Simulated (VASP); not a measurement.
# BP (F-43m) in VASP: notebook

Runs on BP. Level: PBE0. Tasks: single point.

Everything below comes from runs of VASP 6.6.1. Logs are shortened: lines on timing, memory, paths and dates and some standing lists are left out, and cuts for length are marked.

## (1) The cell of the first run

Symmetry: F-43m, No. 216, cubic system. Conventional cell: a = 4.568 Å, b = 4.568 Å, c = 4.568 Å, α = 90.00°, β = 90.00°, γ = 90.00°. Within 2.6 Å of P (site symmetry -43m) lie 4 B at 1.98 Å. Within 2.6 Å of B (site symmetry -43m) lie 4 P at 1.98 Å.

## (2) Single point, PBE0

POSCAR reads:

```
BP
1.0
    0.0000000000      2.2840269280      2.2840269280
    2.2840269280      0.0000000000      2.2840269280
    2.2840269280      2.2840269280      0.0000000000
P B
1 1
Direct
    0.7500000000      0.7500000000      0.7500000000
    0.0000000000      0.0000000000      0.0000000000
```

INCAR.step1 reads:

```
SYSTEM = BP
PREC     = Accurate       ! precision mode
ENCUT    = 520            ! plane-wave cutoff, eV
EDIFF    = 1E-5           ! SCF threshold, eV
ISMEAR   = -1             ! smearing method
SIGMA    = 0.05           ! smearing width, eV
LREAL    = .FALSE.        ! projectors in reciprocal space
LASPH    = .TRUE.         ! aspherical terms in the spheres
NELM     = 60             ! most SCF steps
ALGO     = Normal         ! electronic algorithm
ISIF     = 2              ! what is computed and relaxed
LWAVE    = .TRUE.         ! write WAVECAR
GGA      = PE             ! functional
NBANDS   = 11             ! bands
```

INCAR.step2 reads:

```
SYSTEM = BP
PREC     = Accurate       ! precision mode
ENCUT    = 520            ! plane-wave cutoff, eV
EDIFF    = 1E-6           ! SCF threshold, eV
ISMEAR   = -1             ! smearing method
SIGMA    = 0.05           ! smearing width, eV
LREAL    = .FALSE.        ! projectors in reciprocal space
LASPH    = .TRUE.         ! aspherical terms in the spheres
NELM     = 60             ! most SCF steps
ALGO     = Normal         ! electronic algorithm
ISIF     = 2              ! what is computed and relaxed
LWAVE    = .FALSE.        ! write WAVECAR
LCHARG   = .TRUE.         ! write CHGCAR
GGA      = PE             ! functional
LHFCALC  = .TRUE.         ! exact exchange
AEXX     = 0.25           ! exact-exchange fraction
PRECFOCK = Normal       
LELF     = .TRUE.         ! ELF
LVHAR    = .TRUE.       
ISTART   = 1            
NBANDS   = 11             ! bands
```

KPOINTS reads:

```
regular mesh
0
G
  5 5 5
  0 0 0
```

Potentials or basis: VASP PAW PBE potentials, release 64 (P, B).

Started as:

```
> cat potpaw_PBE.64/P/POTCAR potpaw_PBE.64/B/POTCAR > POTCAR
> cp INCAR.step1 INCAR
> mpirun -np 1 vasp_std > vasp.out
> cp INCAR.step2 INCAR
> mpirun -np 1 vasp_std > vasp.out
```

OUTCAR:

```text
SYSTEM = BP
   PREC = Accurate
   ENCUT = 520
   EDIFF = 1E-6
   ISMEAR = -1
   LREAL = .FALSE.
   LASPH = .TRUE.
   NELM = 60
   ISIF = 2
   GGA = PE
   LHFCALC = .TRUE.
   AEXX = 0.25
   PRECFOCK = Normal
   ISTART = 1

 ion  position               nearest neighbor table
   1  0.750  0.750  0.750-   2 1.98   2 1.98   2 1.98   2 1.98
   2  0.000  0.000  0.000-   1 1.98   1 1.98   1 1.98   1 1.98

  LATTYP: Found a face centered cubic cell.
 ALAT       =     4.5680538560

  Lattice vectors:

 A1 = (   0.0000000000,   2.2840269280,   2.2840269280)
 A2 = (   2.2840269280,   0.0000000000,   2.2840269280)
 A3 = (   2.2840269280,   2.2840269280,   0.0000000000)

Analysis of symmetry for initial positions (statically):
=====================================================================
 Subroutine PRICEL returns:
 Original cell was already a primitive cell.

 Routine SETGRP: Setting up the symmetry group for a
 face centered cubic supercell.

 Subroutine GETGRP returns: Found 24 space group operations
 (whereof 24 operations were pure point group operations)
 out of a pool of 48 trial point group operations.

The static configuration has the point symmetry T_d .

Analysis of symmetry for dynamics (positions and initial velocities):
=====================================================================
 Subroutine PRICEL returns:
 Original cell was already a primitive cell.

 Routine SETGRP: Setting up the symmetry group for a
 face centered cubic supercell.

 Subroutine GETGRP returns: Found 24 space group operations
 (whereof 24 operations were pure point group operations)
 out of a pool of 48 trial point group operations.

The dynamic configuration has the point symmetry T_d .

 Subroutine INISYM returns: Found 24 space group operations
 (whereof 24 operations are pure point group operations),
 and found     1 'primitive' translations

----------------------------------------------------------------------------------------

                                     Primitive cell

  volume of cell :      23.8305

  direct lattice vectors                    reciprocal lattice vectors
     0.000000000  2.284026928  2.284026928    -0.218911605  0.218911605  0.218911605
     2.284026928  0.000000000  2.284026928     0.218911605 -0.218911605  0.218911605
     2.284026928  2.284026928  0.000000000     0.218911605  0.218911605 -0.218911605

  length of vectors
     3.230101858  3.230101858  3.230101858     0.379166022  0.379166022  0.379166022

  position of ions in fractional coordinates (direct lattice)
     0.750000000  0.750000000  0.750000000
     0.000000000  0.000000000  0.000000000

  ion indices of the primitive-cell ions
   primitive index   ion index
                 1           1
                 2           2

----------------------------------------------------------------------------------------

 KPOINTS: regular mesh

Automatic generation of k-mesh.
 Grid dimensions read from file:
 generate k-points for:    5    5    5

 Generating k-lattice:

  Cartesian coordinates                     Fractional coordinates (reciprocal lattice)
    -0.043782321  0.043782321  0.043782321     0.200000000  0.000000000  0.000000000
     0.043782321 -0.043782321  0.043782321     0.000000000  0.200000000  0.000000000
     0.043782321  0.043782321 -0.043782321     0.000000000  0.000000000  0.200000000

  Length of vectors
     0.075833204  0.075833204  0.075833204

  Shift w.r.t. Gamma in fractional coordinates (k-lattice)
     0.000000000  0.000000000  0.000000000

 Subroutine IBZKPT returns following result:
 ===========================================

 Found     10 irreducible k-points:

 Following reciprocal coordinates:
            Coordinates               Weight
  0.000000  0.000000  0.000000      1.000000
  0.200000  0.000000  0.000000      8.000000
  0.400000  0.000000  0.000000      8.000000
  0.200000  0.200000  0.000000      6.000000
  0.400000  0.200000  0.000000     24.000000
 -0.400000  0.200000  0.000000     24.000000
 -0.200000  0.200000  0.000000     12.000000
  0.400000  0.400000  0.000000      6.000000
 -0.400000  0.400000  0.000000     12.000000
 -0.400000  0.400000  0.200000     24.000000
   k-points           NKPTS =     10   k-points in BZ     NKDIM =    125   number of bands    NBANDS=     11
   number of dos      NEDOS =    301   number of ions     NIONS =      2
   total plane-waves  NPLWV =  13824
   dimension x,y,z NGX =    24 NGY =   24 NGZ =   24
   dimension x,y,z NGXF=    48 NGYF=   48 NGZF=   48
   ions per type =               1   1
   NGX,Y,Z   is equivalent  to a cutoff of  12.35, 12.35, 12.35 a.u.
   NGXF,Y,Z  is equivalent  to a cutoff of  24.70, 24.70, 24.70 a.u.
 SYSTEM =  BP
   PREC   = accura    normal or accurate (medium, high low for compatibility)
   ISTART =      1    job   : 0-new  1-cont  2-samecut
   ICHARG =      0    charge: 1-file 2-atom 10-const
   ISPIN  =      1    spin polarized calculation?
   LNONCOLLINEAR =      F non collinear calculations
   LSORBIT =      F    spin-orbit coupling
   LASPH  =      T    aspherical Exc in radial PAW
   ENCUT  =  520.0 eV  38.22 Ry    6.18 a.u.   6.01  6.01  6.01*2*pi/ulx,y,z
   NELM   =     60;   NELMIN=  2; NELMDL=  0     # of ELM steps
   EDIFF  = 0.1E-05   stopping-criterion for ELM
   LREAL  =      F    real-space projection
   EDIFFG = 0.1E-04   stopping-criterion for IOM
   NSW    =      0    number of steps for IOM
   IBRION =     -1    ionic relax: 0-MD 1-quasi-New 2-CG
   NFREE  =      0    steps in history (QN), initial steepest desc. (CG)
   ISIF   =      2    stress and relaxation
   ISYM   =      3    0-nonsym 1-usesym 2-fastsym
   POTIM  = 0.5000    time-step for ionic-motion
   TEBEG  =    0.0;   TEEND  =   0.0 temperature during run
   PSTRESS=    0.0 pullay stress
   NELECT =       8.0000    total number of electrons
   NUPDOWN=      -1.0000    fix difference up-down
   EMIN   =  10.00;   EMAX   =-10.00  energy-range for DOS
   EFERMI =   0.00;   METHOD = LEGACY
   ISMEAR =    -1;   SIGMA  =   0.05  broadening in eV -4-tet -1-fermi 0-gaus
   EFERMI_NEDOS =   21; number of points for ismear=-14 and -15
   IALGO  =     38    algorithm
   IMIX   =      1    mixing-type and parameters
     AMIX     =   0.40;   BMIX     =  1.00
     AMIX_MAG =   1.60;   BMIX_MAG =  1.00
  volume/ion in A,a.u.               =      11.92        80.41
  Fermi-wavevector in a.u.,A,eV,Ry     =   1.137785  2.150102 17.613492  1.294555
  Thomas-Fermi vector in A             =   2.274490
   LORBIT       =      0    0 simple, 1 ext, 2 COOP (PROOUT), +10 PAW based schemes
   GGA     = PE    functional components
   LHFCALC =     T    Hartree Fock is set to
   PRECFOCK=normal    Normal, Fast or Accurate (Low or Medium for compatibility)
   ENCUT4O =  -1.0   cutoff for four orbital integrals eV
   NKREDX  =     1    reduce k-point grid by
   NKREDY  =     1    reduce k-point grid by
   NKREDZ  =     1    reduce k-point grid by
   AEXX    =    0.2500 exact exchange contribution
   HFSCREEN=    0.0000 screening length (either q_TF or 0.3 A-1)
   HFSCREENC=   0.0000 screening length for correlation (either q_TF or 0.3 A-1)
   ENCUTFOCK=  -1.0 apply spherical cutoff to Coloumb kernel
   IVDW    =     0    specifies the selected vdW correction
   LEPSILON=     F    determine dielectric tensor
   LRPA    =     F    only Hartree local field effects (RPA)
 non-spin polarized calculation
  energy-cutoff  :      520.00
  volume of cell :       23.83
 maximum number of plane-waves:       656
  NGX = 20; NGY = 20; NGZ = 20

 number of electron       7.9999999 magnetization

 Free energy of the ion-electron system (eV)
  ---------------------------------------------------
  ext. energy  EPLUGINS =         0.00000000
  ---------------------------------------------------
  free energy    TOTEN  =       -15.74166505 eV

  energy without entropy =      -15.74166505  energy(sigma->0) =      -15.74166505

 E-fermi :   7.4634     XC(G=0):  -8.5380

 val. band max:        6.3990198112   @ k =   0.0000   0.0000   0.0000
 cond. band min:       9.1440379634   @ k =   0.4000   0.4000   0.0000
 fundamental gap:      2.7450181522
 Fermi energy:         7.4634395163

 k-point     1 :       0.0000    0.0000    0.0000
  band No.  band energies     occupation
      1     -10.5599      2.00000
      2       6.3990      2.00000
      3       6.3990      2.00000
      4       6.3990      2.00000
      5      11.4515      0.00000
      6      11.4515      0.00000
      7      11.4515      0.00000
      8      15.5472      0.00000
      9      19.6266      0.00000
     10      20.5580      0.00000
     11      20.5580      0.00000

 k-point     2 :       0.2000    0.0000    0.0000
  band No.  band energies     occupation
      1      -9.7882      2.00000
      2       2.4406      2.00000
      3       5.4915      2.00000
      4       5.4915      2.00000
      5      12.0637      0.00000
      6      12.6574      0.00000
      7      12.6574      0.00000
      8      17.4011      0.00000
      9      19.1904      0.00000
     10      19.1904      0.00000
     11      21.1525      0.00000

 k-point     3 :       0.4000    0.0000    0.0000
  band No.  band energies     occupation
      1      -7.7090      2.00000
      2      -2.3977      2.00000
      3       4.5962      2.00000
      4       4.5962      2.00000
      5      11.8252      0.00000
      6      12.9468      0.00000
      7      12.9468      0.00000
      8      18.5269      0.00000
      9      21.6177      0.00000
     10      21.6177      0.00000
     11      22.4505      0.00000

 k-point     4 :       0.2000    0.2000    0.0000
  band No.  band energies     occupation
      1      -9.5275      2.00000
      2       3.5027      2.00000
      3       4.0916      2.00000
      4       4.0916      2.00000
      5      10.1354      0.00000
      6      14.2836      0.00000
      7      14.8561      0.00000
      8      14.8561      0.00000
      9      19.5416      0.00000
     10      21.6445      0.00000
     11      22.5056      0.00000

 k-point     5 :       0.4000    0.2000    0.0000
  band No.  band energies     occupation
      1      -7.8247      2.00000
      2      -0.6498      2.00000
      3       2.7039      2.00000
      4       3.2727      2.00000
      5      10.7802      0.00000
      6      14.2071      0.00000
      7      15.5638      0.00000
      8      15.8119      0.00000
      9      21.8727      0.00000
     10      23.2644      0.00000
     11      24.1026      0.00000

 k-point     6 :      -0.4000    0.2000    0.0000
  band No.  band energies     occupation
      1      -6.4635      2.00000
      2      -2.8095      2.00000
      3       1.4714      2.00000
      4       3.6987      2.00000
      5      11.3633      0.00000
      6      14.9388      0.00000
      7      15.1835      0.00000
      8      18.6648      0.00000
      9      19.9154      0.00000
     10      20.8586      0.00000
     11      25.0856      0.00000

 k-point     7 :      -0.2000    0.2000    0.0000
  band No.  band energies     occupation
      1      -8.5450      2.00000
      2       0.6146      2.00000
      3       1.9218      2.00000
      4       5.0517      2.00000
      5      12.5866      0.00000
      6      13.5549      0.00000
      7      14.5297      0.00000
      8      16.6494      0.00000
      9      17.7674      0.00000
     10      22.1281      0.00000
     11      24.3055      0.00000

 k-point     8 :       0.4000    0.4000    0.0000
  band No.  band energies     occupation
      1      -6.6125      2.00000
      2      -1.4716      2.00000
      3       2.1753      2.00000
      4       2.1753      2.00000
      5       9.1440      0.00000
      6      10.3332      0.00000
      7      19.6000      0.00000
      8      19.6000      0.00000
      9      23.2236      0.00000
     10      24.5095      0.00000
     11      26.6461      0.00000

 k-point     9 :      -0.4000    0.4000    0.0000
  band No.  band energies     occupation
      1      -5.2044      2.00000
      2      -2.8105      2.00000
      3       0.0843      2.00000
      4       2.3566      2.00000
      5       9.8544      0.00000
      6      12.8121      0.00000
      7      19.0179      0.00000
      8      19.6657      0.00000
      9      20.9988      0.00000
     10      22.2797      0.00000
     11      26.8582      0.00000

 k-point    10 :      -0.4000    0.4000    0.2000
  band No.  band energies     occupation
      1      -5.9512      2.00000
      2      -1.9124      2.00000
      3       0.3016      2.00000
      4       1.7842      2.00000
      5      12.7334      0.00000
      6      13.7977      0.00000
      7      15.0201      0.00000
      8      19.0301      0.00000
      9      20.0078      0.00000
     10      23.0787      0.00000
     11      26.5858      0.00000

------------------------ aborting loop because EDIFF is reached ----------------------------------------

  FORCE on cell =-STRESS in cart. coord.  units (eV):
  Direction    XX          YY          ZZ          XY          YZ          ZX
  --------------------------------------------------------------------------------------
  -------------------------------------------------------------------------------------
  Total       -0.7728804     -0.7728804     -0.7728804      0.0000000     -0.0000000      0.0000000
  in kB      -51.9624051    -51.9624051    -51.9624051      0.0000000     -0.0000000      0.0000000
  external PRESSURE =     -51.9624051 kB  Pullay stress =       0.0000000 kB

 VOLUME and BASIS-vectors are now :
 -----------------------------------------------------------------------------
  energy-cutoff  :      520.00
  volume of cell :       23.83
      direct lattice vectors                 reciprocal lattice vectors
     0.000000000  2.284026928  2.284026928    -0.218911605  0.218911605  0.218911605
     2.284026928  0.000000000  2.284026928     0.218911605 -0.218911605  0.218911605
     2.284026928  2.284026928  0.000000000     0.218911605  0.218911605 -0.218911605

 POSITION                                       TOTAL-FORCE (eV/Angst)
 -----------------------------------------------------------------------------------
      3.42604      3.42604      3.42604         0.000000     -0.000000      0.000000
      0.00000      0.00000      0.00000        -0.000000      0.000000     -0.000000
 -----------------------------------------------------------------------------------
    total drift:                               -0.000000     -0.000000     -0.000000

  FREE ENERGIE OF THE ION-ELECTRON SYSTEM (eV)
  ---------------------------------------------------
  free  energy   TOTEN  =       -15.7416650509 eV

  energy  without entropy=      -15.7416650509  energy(sigma->0) =      -15.74166505
```

Run time: 2.1 min. Hardware: 1 thread of AMD EPYC 7R43 (Zen 3), shared host; peak memory 0.11 GiB.

Results:

| Property | Result |
| --- | --- |
| Free energy | -15.7417 eV |
| Pressure | -5.2 GPa |
| Band gap on the k mesh | 2.75 eV (least direct gap 5.05 eV) |

Levels at points of the mesh, in eV from the valence-band top:
```tsv
k point	band 1	band 2	band 3	band 4	band 5	band 6	band 7	band 8
(0.00, 0.00, 0.00)	-16.96	0.00	0.00	0.00	5.05	5.05	5.05	9.15
```

Caveat: the k points lie up to 0.48 Å⁻¹ apart; the PAW data sets were made with another functional, which shifts forces and pressure a little; an odd mesh through Γ misses points on the zone boundary, where band edges can lie.

[end of part 1 of 2]
